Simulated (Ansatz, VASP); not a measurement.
**Two plane-wave programs on Mg32O31**

```
CELL_PARAMETERS angstrom
8.88060 0.00000 0.00000
0.00000 8.88060 0.00000
0.00000 0.00000 8.88060
ATOMIC_POSITIONS crystal
Mg 0.49641 0.00045 0.00004
Mg 0.74973 0.25342 0.99991
Mg 0.74953 0.00036 0.23755
Mg 0.00277 0.00039 0.00004
Mg 0.24964 0.25126 0.00003
Mg 0.49870 0.50033 0.00002
Mg 0.74963 0.74726 0.99991
Mg 0.24952 0.00050 0.24689
Mg 0.49962 0.25030 0.25008
Mg 0.74952 0.50035 0.24670
Mg 0.48724 0.00041 0.49996
Mg 0.74960 0.26271 0.50002
Mg 0.74970 0.00047 0.76243
Mg 0.00062 0.50024 0.99990
Mg 0.24960 0.74950 0.99997
Mg 0.99956 0.25046 0.25014
Mg 0.24962 0.50034 0.24897
Mg 0.49947 0.75046 0.24994
Mg 0.01205 0.00036 0.50000
Mg 0.24970 0.25359 0.49996
Mg 0.49653 0.50033 0.49990
Mg 0.74941 0.73790 0.49996
Mg 0.24966 0.00037 0.75307
Mg 0.49960 0.25038 0.74999
Mg 0.74958 0.50037 0.75306
Mg 0.99956 0.75032 0.24996
Mg 0.00277 0.50045 0.49999
Mg 0.24965 0.74727 0.49994
Mg 0.99983 0.25041 0.74989
Mg 0.24977 0.50041 0.75096
Mg 0.49959 0.75047 0.75001
Mg 0.99961 0.75027 0.74998
O 0.74956 0.25104 0.24939
O 0.99948 0.50035 0.25013
O 0.00019 0.25108 0.50009
O 0.24956 0.25027 0.25016
O 0.49966 0.50029 0.25005
O 0.74959 0.74976 0.24935
O 0.00036 0.00037 0.24951
O 0.49886 0.25094 0.50001
O 0.74942 0.50035 0.50014
O 0.00027 0.74964 0.50003
O 0.74952 0.25100 0.75063
O 0.99954 0.50030 0.75002
O 0.99953 0.25025 0.00001
O 0.24971 0.75041 0.25006
O 0.49896 0.00042 0.24941
O 0.24970 0.50035 0.49999
O 0.49905 0.74974 0.50000
O 0.24953 0.25034 0.74994
O 0.49952 0.50036 0.74997
O 0.74954 0.74981 0.75075
O 0.00025 0.00037 0.75056
O 0.49957 0.25024 0.00006
O 0.74951 0.50036 0.00001
O 0.99953 0.75039 0.00001
O 0.24969 0.00032 0.50008
O 0.24959 0.75043 0.75002
O 0.49891 0.00041 0.75064
O 0.24952 0.50029 0.00014
O 0.49967 0.75052 0.00002
O 0.74961 0.00050 0.00005
O 0.24953 0.00038 0.00014
```

Alike in both runs: functional PBEsol; k mesh 1 × 1 × 1; occupations gaussian, width 0.05 eV; no spin polarisation.

Ansatz relaxed the structure, and its values are those at the end. VASP's run is a single point on that final structure, the one shown.

|  | VASP | Ansatz |
| --- | --- | --- |
| version | VASP 6.6.1 | Ansatz 0.2.0 |
| potentials or method | VASP PAW PBE potentials, release 64 (Mg, O), cutoff 520 eV | scalar-relativistic, plane waves, PAW |
| valence electrons in the cell | 250 | 506 |

```tsv
	VASP	Ansatz	Ansatz less VASP
rms of the force components (eV/Å)	0.007	0.007	0.0000
```

VASP's potentials were made for PBE, not for PBEsol, and Ansatz warns of the same on its side. VASP's potentials hold 250 valence electrons a cell and Ansatz's 506, so a difference there can come from the potentials and not from the codes.
